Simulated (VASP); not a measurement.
# Cd (P6_3/mmc) in VASP: further runs

Runs on Cd. Level: PBE. Tasks: single point, relaxation of cell and atoms.

Program: VASP 6.6.1. These are calculated values, not measurements. Logs are shortened: lines on timing, memory, paths and dates and some standing lists are left out, and cuts for length are marked.

## Step 1: The cell of the first run

The structure is hexagonal, space group P6_3/mmc (No. 194). Conventional cell: a = 3.001 Å, b = 3.001 Å, c = 5.926 Å, α = 90.00°, β = 90.00°, γ = 120.00°. Cd (site symmetry -6m2) has 12 Cd at 3.00 to 3.43 Å within 4.0 Å.

## Step 2: Single point, PBE

Input file INCAR:

```
PREC = Accurate
ENCUT = 520
EDIFF = 1E-6
ISMEAR = -1
SIGMA = 0.1
LREAL = False
LASPH = True
NELM = 100
ALGO = Normal
ISIF = 2
LWAVE = False
LCHARG = True
GGA = PE
LELF = True
LVHAR = True
NBANDS = 19
```

Input file KPOINTS:

```
Automatic mesh
0
Gamma
  17 17 8
```

Input file POSCAR:

```
Cd
1.0
    3.0007103730      0.0000000000      0.0000000000
   -1.5003551865      2.5986914124      0.0000000000
    0.0000000000      0.0000000000      5.9261569577
Cd
2
Direct
    0.3333333333      0.6666666667      0.2500000000
    0.6666666667      0.3333333333      0.7500000000
```

Potentials or basis: VASP PAW PBE potentials, release 64 (Cd).

Run with:

```sh
$ cat potpaw_PBE.64/Cd/POTCAR > POTCAR
$ mpirun -np 1 vasp_std > vasp.out
```

OUTCAR:

```text
PREC = Accurate
   ENCUT = 520
   EDIFF = 1E-6
   ISMEAR = -1
   LREAL = False
   LASPH = True
   NELM = 100
   ISIF = 2
   GGA = PE

 ion  position               nearest neighbor table
   1  0.333  0.667  0.250-   2 3.43   2 3.43   2 3.43   2 3.43   2 3.43   2 3.43
   2  0.667  0.333  0.750-   1 3.43   1 3.43   1 3.43   1 3.43   1 3.43   1 3.43

  LATTYP: Found a hexagonal cell.
 ALAT       =     3.0007103730
 C/A-ratio  =     1.9749180098

  Lattice vectors:

 A1 = (   3.0007103730,   0.0000000000,   0.0000000000)
 A2 = (  -1.5003551865,   2.5986914124,   0.0000000000)
 A3 = (   0.0000000000,   0.0000000000,   5.9261569577)

Analysis of symmetry for initial positions (statically):
=====================================================================
 Subroutine PRICEL returns:
 Original cell was already a primitive cell.

 Routine SETGRP: Setting up the symmetry group for a
 hexagonal supercell.

 Subroutine GETGRP returns: Found 24 space group operations
 (whereof 12 operations were pure point group operations)
 out of a pool of 24 trial point group operations.

The static configuration has the point symmetry D_3d.
 The point group associated with its full space group is D_6h.

Analysis of symmetry for dynamics (positions and initial velocities):
=====================================================================
 Subroutine PRICEL returns:
 Original cell was already a primitive cell.

 Routine SETGRP: Setting up the symmetry group for a
 hexagonal supercell.

 Subroutine GETGRP returns: Found 24 space group operations
 (whereof 12 operations were pure point group operations)
 out of a pool of 24 trial point group operations.

The dynamic configuration has the point symmetry D_3d.
 The point group associated with its full space group is D_6h.

 Subroutine INISYM returns: Found 24 space group operations
 (whereof 12 operations are pure point group operations),
 and found     1 'primitive' translations

----------------------------------------------------------------------------------------

                                     Primitive cell

  volume of cell :      46.2117

  direct lattice vectors                    reciprocal lattice vectors
     3.000710373  0.000000000  0.000000000     0.333254422  0.192404530  0.000000000
    -1.500355186  2.598691412  0.000000000     0.000000000  0.384809060  0.000000000
     0.000000000  0.000000000  5.926156958     0.000000000  0.000000000  0.168743421

  length of vectors
     3.000710373  3.000710373  5.926156958     0.384809060  0.384809060  0.168743421

  position of ions in fractional coordinates (direct lattice)
     0.333333333  0.666666667  0.250000000
     0.666666667  0.333333333  0.750000000

  ion indices of the primitive-cell ions
   primitive index   ion index
                 1           1
                 2           2

----------------------------------------------------------------------------------------

 KPOINTS: Automatic mesh

Automatic generation of k-mesh.
 Grid dimensions read from file:
 generate k-points for:   17   17    8

 Generating k-lattice:

  Cartesian coordinates                     Fractional coordinates (reciprocal lattice)
     0.019603201  0.011317914  0.000000000     0.058823529  0.000000000  0.000000000
     0.000000000  0.022635827  0.000000000     0.000000000  0.058823529  0.000000000
     0.000000000  0.000000000  0.021092928     0.000000000  0.000000000  0.125000000

  Length of vectors
     0.022635827  0.022635827  0.021092928

  Shift w.r.t. Gamma in fractional coordinates (k-lattice)
     0.000000000  0.000000000  0.000000000

 Subroutine IBZKPT returns following result:
 ===========================================

 Found    165 irreducible k-points:

 Following reciprocal coordinates:
            Coordinates               Weight
  0.000000  0.000000  0.000000      1.000000
  0.058824  0.000000  0.000000      6.000000
  0.117647  0.000000  0.000000      6.000000
  0.176471 -0.000000  0.000000      6.000000
  0.235294  0.000000  0.000000      6.000000
  0.294118  0.000000  0.000000      6.000000
[... 16 lines left out ...]
  0.411765  0.117647  0.000000     12.000000
  0.176471  0.176471  0.000000      6.000000
 [... further k-points ...]
   k-points           NKPTS =    165   k-points in BZ     NKDIM =    165   number of bands    NBANDS=     19
   number of dos      NEDOS =    301   number of ions     NIONS =      2
   total plane-waves  NPLWV =  27648
   dimension x,y,z NGX =    24 NGY =   24 NGZ =   48
   dimension x,y,z NGXF=    48 NGYF=   48 NGZF=   96
   ions per type =               2
   NGX,Y,Z   is equivalent  to a cutoff of  13.30, 13.30, 13.47 a.u.
   NGXF,Y,Z  is equivalent  to a cutoff of  26.59, 26.59, 26.93 a.u.
 SYSTEM =  unknown system
   PREC   = accura    normal or accurate (medium, high low for compatibility)
   ISTART =      0    job   : 0-new  1-cont  2-samecut
   ICHARG =      2    charge: 1-file 2-atom 10-const
   ISPIN  =      1    spin polarized calculation?
   LNONCOLLINEAR =      F non collinear calculations
   LSORBIT =      F    spin-orbit coupling
   LASPH  =      T    aspherical Exc in radial PAW
   ENCUT  =  520.0 eV  38.22 Ry    6.18 a.u.   5.58  5.58 11.02*2*pi/ulx,y,z
   NELM   =    100;   NELMIN=  2; NELMDL= -5     # of ELM steps
   EDIFF  = 0.1E-05   stopping-criterion for ELM
   LREAL  =      F    real-space projection
   EDIFFG = 0.1E-04   stopping-criterion for IOM
   NSW    =      0    number of steps for IOM
   IBRION =     -1    ionic relax: 0-MD 1-quasi-New 2-CG
   NFREE  =      0    steps in history (QN), initial steepest desc. (CG)
   ISIF   =      2    stress and relaxation
   ISYM   =      2    0-nonsym 1-usesym 2-fastsym
   POTIM  = 0.5000    time-step for ionic-motion
   TEBEG  =    0.0;   TEEND  =   0.0 temperature during run
   PSTRESS=    0.0 pullay stress
   NELECT =      24.0000    total number of electrons
   NUPDOWN=      -1.0000    fix difference up-down
   EMIN   =  10.00;   EMAX   =-10.00  energy-range for DOS
   EFERMI =   0.00;   METHOD = LEGACY
   ISMEAR =    -1;   SIGMA  =   0.10  broadening in eV -4-tet -1-fermi 0-gaus
   EFERMI_NEDOS =   21; number of points for ismear=-14 and -15
   IALGO  =     38    algorithm
   IMIX   =      4    mixing-type and parameters
     AMIX     =   0.40;   BMIX     =  1.00
     AMIX_MAG =   1.60;   BMIX_MAG =  1.00
  volume/ion in A,a.u.               =      23.11       155.93
  Fermi-wavevector in a.u.,A,eV,Ry     =   1.315915  2.486719 23.560298  1.731633
  Thomas-Fermi vector in A             =   2.446064
   LORBIT       =      0    0 simple, 1 ext, 2 COOP (PROOUT), +10 PAW based schemes
   GGA     = PE    functional components
   LHFCALC =     F    Hartree Fock is set to
   AEXX    =    0.0000 exact exchange contribution
   IVDW    =     0    specifies the selected vdW correction
   LEPSILON=     F    determine dielectric tensor
   LRPA    =     F    only Hartree local field effects (RPA)
 non-spin polarized calculation
  energy-cutoff  :      520.00
  volume of cell :       46.21
 maximum number of plane-waves:      1271
 NGX is ok and might be reduce to    24
   NGX = 11   NGY = 11   NGZ = 23

 number of electron      24.0000002 magnetization

 Free energy of the ion-electron system (eV)
  ---------------------------------------------------
  ext. energy  EPLUGINS =         0.00000000
  ---------------------------------------------------
  free energy    TOTEN  =        -1.49571224 eV

  energy without entropy =       -1.47581126  energy(sigma->0) =       -1.48576175

 E-fermi :   2.5272     XC(G=0): -10.6630

 val. band max:        2.5189336750   @ k =   0.1765   0.1765   0.0000
 cond. band min:       2.5380481078   @ k =   0.2941   0.1765   0.0000
 fundamental gap:      0.0191144328
 Fermi energy:         2.5272424425

 k-point     1 :       0.0000    0.0000    0.0000
  band No.  band energies     occupation
      1      -7.1923      2.00000
      2      -7.0187      2.00000
      3      -6.6320      2.00000
      4      -6.6320      2.00000
      5      -6.5981      2.00000
      6      -6.5981      2.00000
[... 11 lines left out ...]
     18      17.4200      0.00000
     19      18.1602      0.00000

 k-point     2 :       0.0588    0.0000    0.0000
  band No.  band energies     occupation
      1      -7.1571      2.00000
      2      -6.9866      2.00000
      3      -6.6448      2.00000
      4      -6.6102      2.00000
      5      -6.6015      2.00000
      6      -6.5683      2.00000
[... 11 lines left out ...]
     18      16.9281      0.00000
     19      18.4696      0.00000

 k-point     3 :       0.1176    0.0000    0.0000
  band No.  band energies     occupation
      1      -7.0703      2.00000
      2      -6.9135      2.00000
      3      -6.6764      2.00000
      4      -6.6306      2.00000
      5      -6.5130      2.00000
      6      -6.4821      2.00000
[... 11 lines left out ...]
     18      16.5027      0.00000
     19      17.7981      0.00000

 k-point     4 :       0.1765   -0.0000    0.0000
  band No.  band energies     occupation
      1      -7.0132      2.00000
      2      -6.8552      2.00000
      3      -6.7034      2.00000
      4      -6.5851      2.00000
      5      -6.3760      2.00000
      6      -6.3487      2.00000
[... 11 lines left out ...]
     18      16.0802      0.00000
     19      16.0819      0.00000

 k-point     5 :       0.2353    0.0000    0.0000
  band No.  band energies     occupation
      1      -7.0565      2.00000
      2      -6.9003      2.00000
      3      -6.6167      2.00000
      4      -6.5132      2.00000
      5      -6.4536      2.00000
      6      -6.3075      2.00000
[... 11 lines left out ...]
     18      14.5807      0.00000
     19      15.8118      0.00000
[... 334 lines left out ...]
      2      -6.9532      2.00000
      3      -6.7996      2.00000
      4      -6.5268      2.00000
      5      -6.4296      2.00000
      6      -6.3150      2.00000
[... 11 lines left out ...]
     18      13.3641      0.00000
     19      14.3337      0.00000

 k-point    22 :       0.3529    0.1176    0.0000
  band No.  band energies     occupation
      1      -7.1650      2.00000
      2      -7.0155      2.00000
      3      -6.8837      2.00000
      4      -6.5655      2.00000
      5      -6.3636      2.00000
      6      -6.3276      2.00000
[... 11 lines left out ...]
     18      12.9478      0.00000
     19      14.0875      0.00000

 k-point    23 :       0.4118    0.1176    0.0000
  band No.  band energies     occupation
      1      -7.1998      2.00000
      2      -7.0491      2.00000
      3      -6.9270      2.00000
      4      -6.5853      2.00000
      5      -6.3904      2.00000
      6      -6.2738      2.00000
[... 11 lines left out ...]
     18      12.7307      0.00000
     19      13.9533      0.00000

 k-point    24 :       0.1765    0.1765    0.0000
  band No.  band energies     occupation
      1      -6.8663      2.00000
      2      -6.8293      2.00000
      3      -6.6446      2.00000
      4      -6.6288      2.00000
      5      -6.5411      2.00000
      6      -6.4845      2.00000
[... 11 lines left out ...]
     18      12.7681      0.00000
     19      13.8468      0.00000

 [... further k-points ...]

------------------------ aborting loop because EDIFF is reached ----------------------------------------

  FORCE on cell =-STRESS in cart. coord.  units (eV):
  Direction    XX          YY          ZZ          XY          YZ          ZX
  --------------------------------------------------------------------------------------
  -------------------------------------------------------------------------------------
  Total        0.1575199      0.1575199      0.0172150     -0.0000000     -0.0000000      0.0000000
  in kB        5.4612740      5.4612740      0.5968521     -0.0000000     -0.0000000      0.0000000
  external PRESSURE =       3.8398000 kB  Pullay stress =       0.0000000 kB

 VOLUME and BASIS-vectors are now :
 -----------------------------------------------------------------------------
  energy-cutoff  :      520.00
  volume of cell :       46.21
      direct lattice vectors                 reciprocal lattice vectors
     3.000710373  0.000000000  0.000000000     0.333254422  0.192404530  0.000000000
    -1.500355186  2.598691412  0.000000000     0.000000000  0.384809060  0.000000000
     0.000000000  0.000000000  5.926156958     0.000000000  0.000000000  0.168743421

 POSITION                                       TOTAL-FORCE (eV/Angst)
 -----------------------------------------------------------------------------------
     -0.00000      1.73246      1.48154         0.000000     -0.000000      0.000000
      1.50036      0.86623      4.44462        -0.000000      0.000000      0.000000
 -----------------------------------------------------------------------------------
    total drift:                               -0.000000      0.000000     -0.000000

  FREE ENERGIE OF THE ION-ELECTRON SYSTEM (eV)
  ---------------------------------------------------
  free  energy   TOTEN  =        -1.4957122448 eV

  energy  without entropy=       -1.4758112577  energy(sigma->0) =       -1.48576175
```

Run time: 68 s. Hardware: 1 thread of Intel Xeon Platinum 8259CL at 2.50GHz (Skylake/Cascade Lake), shared host; peak memory 0.25 GiB.

Results:

| Item | Value |
| --- | --- |
| Free energy | -1.4957 eV |
| Pressure | 0.4 GPa |
| Band gap on the k mesh | zero (band 12 reaches 3.83 eV, above the bottom of band 13 at -0.36 eV) |

Stress tensor (GPa, compression positive):
```
0.55 0.00 0.00
0.00 0.55 0.00
0.00 0.00 0.06
```

## Step 3: Single point, PBE

Input file INCAR:

```
ALGO = Normal
EDIFF = 1E-6
ENCUT = 500
GGA = PE
GGA_COMPAT = F
ISIF = 2
ISMEAR = -1
LASPH = T
LCHARG = T
LELF = T
LREAL = F
LVHAR = T
LWAVE = F
NBANDS = 19
NELM = 120
PREC = Accurate
SIGMA = 0.1
```

Input file KPOINTS:

```
k-points
0
Gamma
  12 12 6
```

Input file POSCAR:

```
Cd
1.0
    3.0006840511      0.0000000000      0.0000000000
   -1.5003420255      2.5986686170      0.0000000000
    0.0000000000      0.0000000000      5.9271033266
Cd
2
Direct
    0.3333333333      0.6666666667      0.2500000000
    0.6666666667      0.3333333333      0.7500000000
```

Potentials or basis: VASP PAW PBE potentials, release 64 (Cd).

Run with:

```sh
$ cat potpaw_PBE.64/Cd/POTCAR > POTCAR
$ mpirun -np 1 vasp_std > vasp.out
```

Run time: 74 s. Hardware: 1 thread of Intel Xeon 8259CL, shared host; peak memory 0.2 GiB.

The run converged. Its results:

```
Free energy            : -1.5101 eV
Pressure               : 0.3 GPa
Band gap on the k mesh : zero (band 12 reaches 3.75 eV, above the bottom of band 13 at -0.36 eV)
```

Stress tensor (GPa, compression positive):
```
0.33 0.00 0.00
0.00 0.33 0.00
0.00 0.00 0.11
```

Levels at points of the mesh, in eV from the Fermi level:
| k point | band 8 | band 9 | band 10 | band 11 | band 12 | band 13 | band 14 | band 15 | band 16 | band 17 |
| --- | --- | --- | --- | --- | --- | --- | --- | --- | --- | --- |
| (0.00, 0.00, 0.00) | -8.61 | -8.44 | -8.44 | -8.39 | -3.53 | -2.87 | 9.02 | 13.15 | 14.57 | 14.92 |
| (0.50, 0.00, 0.00) | -8.46 | -8.15 | -8.14 | -2.02 | -1.61 | 1.64 | 2.66 | 3.01 | 5.02 | 8.59 |
| (0.00, 0.00, 0.50) | -8.52 | -8.52 | -8.52 | -7.07 | -7.07 | 2.86 | 2.86 | 14.87 | 14.87 | 15.76 |
| (0.50, 0.00, 0.50) | -8.46 | -8.15 | -8.15 | -1.30 | -1.30 | 0.08 | 0.08 | 7.34 | 7.34 | 9.98 |

## Step 4: Relaxation of cell and atoms, PBE

This run uses another cell than the first one, of 21.59 Å³/atom, 0.934 times its volume.

Input file INCAR:

```
PREC = Accurate ; ENCUT = 500
EDIFF = 1E-7 ; ISMEAR = -1
SIGMA = 0.1 ; LREAL = False
LASPH = True ; NELM = 120
ALGO = Normal ; ISIF = 3
LWAVE = False ; LCHARG = False
GGA = PE ; IBRION = 2
NSW = 80 ; EDIFFG = -0.01
GGA_COMPAT = False ; NELMIN = 4
```

Input file KPOINTS:

```
Automatic mesh
0
Gamma
  12 12 6
```

Input file POSCAR:

```
Cd
1.0
    2.9788725081      0.0000000000      0.0000000000
   -1.4894362540      2.5797792666      0.0000000000
    0.0000000000      0.0000000000      5.6176500000
Cd
2
Direct
    0.3333333333      0.6666666667      0.2500000000
    0.6666666667      0.3333333333      0.7500000000
```

Run with:

```sh
$ cat potpaw_PBE.64/Cd/POTCAR > POTCAR
$ mpirun -np 1 vasp_std > vasp.out
```

Run time: 4.6 min. Hardware: 1 thread of Intel Xeon 8259CL, shared host; peak memory 0.19 GiB.

Results (log left out):

```
Free energy                            : -1.5091 eV
Relaxed volume                         : 23.15 Å³/atom
Relaxed cell                           : a = 3.008 Å, b = 3.008 Å, c = 5.909 Å, α = 90.00°, β = 90.00°, γ = 120.00°
Space group after relaxing (to 0.05 Å) : P6_3/mmc (No. 194)
Energy gained by relaxing              : 17.8 meV/atom
Ionic steps                            : 6
Pressure after relaxing                : 0.0 GPa
Band gap on the k mesh                 : zero (band 12 reaches 3.71 eV, above the bottom of band 13 at -0.35 eV)
```

Step by step:
```tsv
step	energy change (eV)	largest force (eV/Å)	pressure (GPa)	volume (Å³)
1	0.0000	0.0000	3.36	43.17
2	-0.0297	0.0000	-0.03	46.06
3	-0.0297	0.0000	-0.12	46.16
4	-0.0327	0.0000	-0.11	46.21
5	-0.0354	0.0000	0.06	46.33
6	-0.0355	0.0000	0.02	46.31
```

Final structure:
```
Cd
1.0
     3.00816    0.00000    0.00000
    -1.50408    2.60514    0.00000
     0.00000    0.00000    5.90877
Cd
2
Direct
  0.33333 0.66667 0.25000
  0.66667 0.33333 0.75000
```

Levels at points of the mesh, in eV from the Fermi level:
```tsv
k point	band 8	band 9	band 10	band 11	band 12	band 13	band 14	band 15	band 16
(0.00, 0.00, 0.00)	-8.62	-8.45	-8.45	-8.39	-3.49	-2.86	9.13	13.25	14.50
(0.50, 0.00, 0.00)	-8.47	-8.17	-8.16	-2.05	-1.65	1.65	2.65	2.99	5.00
(0.00, 0.00, 0.50)	-8.53	-8.53	-8.53	-7.07	-7.07	2.93	2.93	14.80	14.80
(0.50, 0.00, 0.50)	-8.47	-8.16	-8.16	-1.31	-1.31	0.04	0.04	7.37	7.37
```

PBE usually gives volumes a little too large and moduli too small. Zero-point motion and thermal expansion aren't in these numbers.

## Step 5: Single point, PBE

Input file INCAR:

```
SYSTEM = Cd
PREC     = Accurate       ! precision mode
ENCUT    = 500            ! plane-wave cutoff, eV
EDIFF    = 1E-6           ! SCF threshold, eV
ISMEAR   = -1             ! smearing method
SIGMA    = 0.1            ! smearing width, eV
LREAL    = .False.        ! projectors in reciprocal space
LASPH    = .True.         ! aspherical terms in the spheres
NELM     = 120            ! most SCF steps
ALGO     = Normal         ! electronic algorithm
ISIF     = 2              ! what is computed and relaxed
LWAVE    = .False.        ! write WAVECAR
LCHARG   = .False.        ! write CHGCAR
GGA      = PE             ! functional
NBANDS   = 19             ! bands
GGA_COMPAT= .False.
```

Input file KPOINTS:

```
Automatic mesh
0
Gamma
  20 20 9
  0 0 0
```

Input file POSCAR:

```
Cd
1.0
    3.0006840511      0.0000000000      0.0000000000
   -1.5003420255      2.5986686170      0.0000000000
    0.0000000000      0.0000000000      5.9271033266
Cd
2
Direct
    0.3333333333      0.6666666667      0.2500000000
    0.6666666667      0.3333333333      0.7500000000
```

Run with:

```sh
$ cat potpaw_PBE.64/Cd/POTCAR > POTCAR
$ mpirun -np 1 vasp_std > vasp.out
```

Wall time 3.4 min (1 thread of Intel Xeon 8259CL, shared host); peak memory 0.28 GiB.

It converged, with:

- Free energy: -1.4991 eV
- Pressure: 0.3 GPa
- Band gap on the k mesh: zero (band 12 reaches 3.90 eV, above the bottom of band 13 at -0.36 eV)

Stress tensor (GPa, compression positive):
```
 0.54  0.00  0.00
 0.00  0.54  0.00
 0.00  0.00 -0.08
```

Levels at points of the mesh, in eV from the Fermi level:
```tsv
k point	band 10	band 11	band 12	band 13	band 14	band 15
(0.00, 0.00, 0.00)	-8.46	-8.41	-3.55	-2.89	9.00	13.13
(0.50, 0.00, 0.00)	-8.16	-2.04	-1.63	1.63	2.64	2.99
```

## Step 6: Summary

| task | cell | k mesh | cutoff (eV) | gap on the mesh (eV) | pressure (GPa) |
| --- | --- | --- | --- | --- | --- |
| single point | a = 3.001, b = 3.001, c = 5.926 Å, angles 90.0, 90.0, 120.0°, 2 atoms | 17 × 17 × 8 | 520 | none | 0.4 |
| single point | a = 3.001, b = 3.001, c = 5.927 Å, angles 90.0, 90.0, 120.0°, 2 atoms | 12 × 12 × 6 | 500 | none | 0.3 |
| relaxation of cell and atoms | relaxed from a = 2.979, b = 2.979, c = 5.618 Å, angles 90.0, 90.0, 120.0°, 2 atoms | 12 × 12 × 6 | 500 | none | 0.0 |
| single point | a = 3.001, b = 3.001, c = 5.927 Å, angles 90.0, 90.0, 120.0°, 2 atoms | 20 × 20 × 9 | 500 | none | 0.3 |

Alike in all rows: level PBE; potentials or basis VASP PAW PBE potentials, release 64 (Cd); no spin polarisation; smearing fermi-dirac 0.1 eV.

Every run on the cell as given and a fine mesh finds a metal.

Total energies depend on the potentials used, so only differences within one code and one set of settings carry meaning.
